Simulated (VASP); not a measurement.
# ZrN (Fm-3m) in VASP: further runs, part 2 of 2

VASP 6.6.1. The steps go on from the part before.

## 3. Single point, PBE

Input file INCAR:

```
PREC = Accurate
ENCUT = 600
EDIFF = 1E-6
ISMEAR = 0
SIGMA = 0.1
LREAL = F
LASPH = T
NELM = 120
ALGO = Normal
ISIF = 2
LWAVE = F
LCHARG = F
GGA = PE
NBANDS = 16
ISYM = 0
GGA_COMPAT = F
```

Input file KPOINTS:

```
Automatic mesh
0
Gamma
  11 11 15
```

Input file POSCAR:

```
ZrN
1.0
    3.2489094155      0.0000000000      0.0000000000
    0.0000000000      3.2489094155      0.0000000000
    1.6244547078      1.6244547078      2.2973258792
Zr N
1 1
Direct
    0.0000000000      0.0000000000      0.0000000000
    0.5000000000      0.5000000000      0.0000000000
```

Potentials or basis: VASP PAW PBE potentials, release 64 (Zr_sv, N).

Command:

```bash
$ cat potpaw_PBE.64/Zr_sv/POTCAR potpaw_PBE.64/N/POTCAR > POTCAR
$ mpirun -np 1 vasp_std > vasp.out
```

OUTCAR:

```text
PREC = Accurate
   ENCUT = 600
   EDIFF = 1E-6
   ISMEAR = 0
   LREAL = F
   LASPH = T
   NELM = 120
   ISIF = 2
   GGA = PE
   ISYM = 0

 ion  position               nearest neighbor table
   1  0.000  0.000  0.000-   2 2.30   2 2.30   2 2.30   2 2.30   2 2.30   2 2.30
   2  0.500  0.500  0.000-   1 2.30   1 2.30   1 2.30   1 2.30   1 2.30   1 2.30

IMPORTANT INFORMATION: All symmetrisations will be switched off!
NOSYMM: (Re-)initialisation of all symmetry stuff for point group C_1.

----------------------------------------------------------------------------------------

                                     Primitive cell

  volume of cell :      24.2492

  direct lattice vectors                    reciprocal lattice vectors
     3.248909416  0.000000000  0.000000000     0.307795593  0.000000000 -0.217644351
     0.000000000  3.248909416  0.000000000     0.000000000  0.307795593 -0.217644351
     1.624454708  1.624454708  2.297325879     0.000000000  0.000000000  0.435288702

  length of vectors
     3.248909416  3.248909416  3.248909416     0.376971074  0.376971074  0.435288702

  position of ions in fractional coordinates (direct lattice)
     0.000000000  0.000000000  0.000000000
     0.500000000  0.500000000  0.000000000

  ion indices of the primitive-cell ions
   primitive index   ion index
                 1           1
                 2           2

----------------------------------------------------------------------------------------

 KPOINTS: Automatic mesh

Automatic generation of k-mesh.
 Grid dimensions read from file:
 generate k-points for:   11   11   15

 Generating k-lattice:

  Cartesian coordinates                     Fractional coordinates (reciprocal lattice)
     0.027981418  0.000000000 -0.019785850     0.090909091  0.000000000  0.000000000
     0.000000000  0.027981418 -0.019785850     0.000000000  0.090909091  0.000000000
     0.000000000  0.000000000  0.029019247     0.000000000  0.000000000  0.066666667

  Length of vectors
     0.034270098  0.034270098  0.029019247

  Shift w.r.t. Gamma in fractional coordinates (k-lattice)
     0.000000000  0.000000000  0.000000000

 -----------------------------------------------------------------------------
|                                                                             |
|           W    W    AA    RRRRR   N    N  II  N    N   GGGG   !!!           |
|           W    W   A  A   R    R  NN   N  II  NN   N  G    G  !!!           |
|           W    W  A    A  R    R  N N  N  II  N N  N  G       !!!           |
|           W WW W  AAAAAA  RRRRR   N  N N  II  N  N N  G  GGG   !            |
|           WW  WW  A    A  R   R   N   NN  II  N   NN  G    G                |
|           W    W  A    A  R    R  N    N  II  N    N   GGGG   !!!           |
|                                                                             |
|     Your reciprocal lattice and k-lattice belong to different lattice       |
|     classes:                                                                |
|                                                                             |
|        The reciprocal lattice is body-centered cubic,                       |
|        whereas your k-lattice is base-centered monoclinic.                  |
|                                                                             |
|     Results are often still useful ...                                      |
|                                                                             |
 -----------------------------------------------------------------------------

 WARNING: IBZKPT: internal override: KBLOWUP is changed to .FALSE.
      ... skipping the blow-up phase ...

 Subroutine IBZKPT returns following result:
 ===========================================

 Found    908 irreducible k-points:

 Following reciprocal coordinates:
            Coordinates               Weight
  0.000000  0.000000  0.000000      1.000000
  0.090909  0.000000  0.000000      2.000000
  0.181818  0.000000  0.000000      2.000000
  0.272727  0.000000 -0.000000      2.000000
  0.363636  0.000000  0.000000      2.000000
  0.454545  0.000000  0.000000      2.000000
[... 16 lines left out ...]
  0.454545  0.181818  0.000000      2.000000
 -0.454545  0.181818  0.000000      2.000000
 [... further k-points ...]
   k-points           NKPTS =    908   k-points in BZ     NKDIM =    908   number of bands    NBANDS=     16
   number of dos      NEDOS =    301   number of ions     NIONS =      2
   total plane-waves  NPLWV =  21952
   dimension x,y,z NGX =    28 NGY =   28 NGZ =   28
   dimension x,y,z NGXF=    56 NGYF=   56 NGZF=   56
   ions per type =               1   1
   NGX,Y,Z   is equivalent  to a cutoff of  14.33, 14.33, 14.33 a.u.
   NGXF,Y,Z  is equivalent  to a cutoff of  28.66, 28.66, 28.66 a.u.
 SYSTEM =  unknown system
   PREC   = accura    normal or accurate (medium, high low for compatibility)
   ISTART =      0    job   : 0-new  1-cont  2-samecut
   ICHARG =      2    charge: 1-file 2-atom 10-const
   ISPIN  =      1    spin polarized calculation?
   LNONCOLLINEAR =      F non collinear calculations
   LSORBIT =      F    spin-orbit coupling
   LASPH  =      T    aspherical Exc in radial PAW
   ENCUT  =  600.0 eV  44.10 Ry    6.64 a.u.   6.49  6.49  6.49*2*pi/ulx,y,z
   NELM   =    120;   NELMIN=  2; NELMDL= -5     # of ELM steps
   EDIFF  = 0.1E-05   stopping-criterion for ELM
   LREAL  =      F    real-space projection
   EDIFFG = 0.1E-04   stopping-criterion for IOM
   NSW    =      0    number of steps for IOM
   IBRION =     -1    ionic relax: 0-MD 1-quasi-New 2-CG
   NFREE  =      0    steps in history (QN), initial steepest desc. (CG)
   ISIF   =      2    stress and relaxation
   ISYM   =      0    0-nonsym 1-usesym 2-fastsym
   POTIM  = 0.5000    time-step for ionic-motion
   TEBEG  =    0.0;   TEEND  =   0.0 temperature during run
   PSTRESS=    0.0 pullay stress
   NELECT =      17.0000    total number of electrons
   NUPDOWN=      -1.0000    fix difference up-down
   EMIN   =  10.00;   EMAX   =-10.00  energy-range for DOS
   EFERMI =   0.00;   METHOD = LEGACY
   ISMEAR =     0;   SIGMA  =   0.10  broadening in eV -4-tet -1-fermi 0-gaus
   EFERMI_NEDOS =   21; number of points for ismear=-14 and -15
   IALGO  =     38    algorithm
   IMIX   =      4    mixing-type and parameters
     AMIX     =   0.40;   BMIX     =  1.00
     AMIX_MAG =   1.60;   BMIX_MAG =  1.00
  volume/ion in A,a.u.               =      12.12        81.82
  Fermi-wavevector in a.u.,A,eV,Ry     =   1.454315  2.748257 28.776766  2.115033
  Thomas-Fermi vector in A             =   2.571480
   LORBIT       =      0    0 simple, 1 ext, 2 COOP (PROOUT), +10 PAW based schemes
   GGA     = PE    functional components
   LHFCALC =     F    Hartree Fock is set to
   AEXX    =    0.0000 exact exchange contribution
   IVDW    =     0    specifies the selected vdW correction
   LEPSILON=     F    determine dielectric tensor
   LRPA    =     F    only Hartree local field effects (RPA)
 non-spin polarized calculation
 Gauss-broadening in eV      SIGMA  =   0.10
  energy-cutoff  :      600.00
  volume of cell :       24.25
 maximum number of plane-waves:       869
 NGX is ok and might be reduce to    28
   NGX = 13   NGY = 13   NGZ = 13

 number of electron      17.0000000 magnetization

 Free energy of the ion-electron system (eV)
  ---------------------------------------------------
  ext. energy  EPLUGINS =         0.00000000
  ---------------------------------------------------
  free energy    TOTEN  =       -20.37111729 eV

  energy without entropy =      -20.36699037  energy(sigma->0) =      -20.36905383

 E-fermi :  11.8652     XC(G=0): -12.4708

 val. band max:       11.8647051784   @ k =   0.0000   0.0000   0.0667
 cond. band min:      11.8676749338   @ k =   0.0000   0.0000   0.0667
 fundamental gap:      0.0029697555
 Fermi energy:        11.8652246758

 k-point     1 :       0.0000    0.0000    0.0000
  band No.  band energies     occupation
      1     -37.7231      2.00000
      2     -15.3523      2.00000
      3     -15.3521      2.00000
      4     -15.3477      2.00000
      5      -4.3586      2.00000
      6       9.2381      2.00000
[... 433 lines left out ...]
      3     -15.5964      2.00000
      4     -15.5260      2.00000
      5      -2.8175      2.00000
      6       5.3176      2.00000
[... 8 lines left out ...]
     15      23.7111      0.00000
     16      25.3986      0.00000

 [... further k-points ...]

------------------------ aborting loop because EDIFF is reached ----------------------------------------

  FORCE on cell =-STRESS in cart. coord.  units (eV):
  Direction    XX          YY          ZZ          XY          YZ          ZX
  --------------------------------------------------------------------------------------
  -------------------------------------------------------------------------------------
  Total        0.0509261      0.0509265     -0.0193676      0.0111857      0.0133282      0.0133287
  in kB        3.3647546      3.3647779     -1.2796419      0.7390552      0.8806129      0.8806461
  external PRESSURE =       1.8166302 kB  Pullay stress =       0.0000000 kB

 VOLUME and BASIS-vectors are now :
 -----------------------------------------------------------------------------
  energy-cutoff  :      600.00
  volume of cell :       24.25
      direct lattice vectors                 reciprocal lattice vectors
     3.248909416  0.000000000  0.000000000     0.307795593  0.000000000 -0.217644351
     0.000000000  3.248909416  0.000000000     0.000000000  0.307795593 -0.217644351
     1.624454708  1.624454708  2.297325879     0.000000000  0.000000000  0.435288702

 POSITION                                       TOTAL-FORCE (eV/Angst)
 -----------------------------------------------------------------------------------
      0.00000      0.00000      0.00000         0.000000      0.000000     -0.000000
      1.62445      1.62445      0.00000        -0.000000     -0.000000      0.000000
 -----------------------------------------------------------------------------------
    total drift:                               -0.000000      0.000000     -0.000000

  FREE ENERGIE OF THE ION-ELECTRON SYSTEM (eV)
  ---------------------------------------------------
  free  energy   TOTEN  =       -20.3711172911 eV

  energy  without entropy=      -20.3669903658  energy(sigma->0) =      -20.36905383
```

It took 3 min on 1 thread of Intel Xeon 6975P-C (Granite Rapids), shared host; peak memory 0.53 GiB.

What came out:

| Item | Value |
| --- | --- |
| Free energy | -20.3711 eV |
| Pressure | 0.2 GPa |
| Band gap on the k mesh | zero (an odd number of electrons rules out a gap without spin polarisation) |
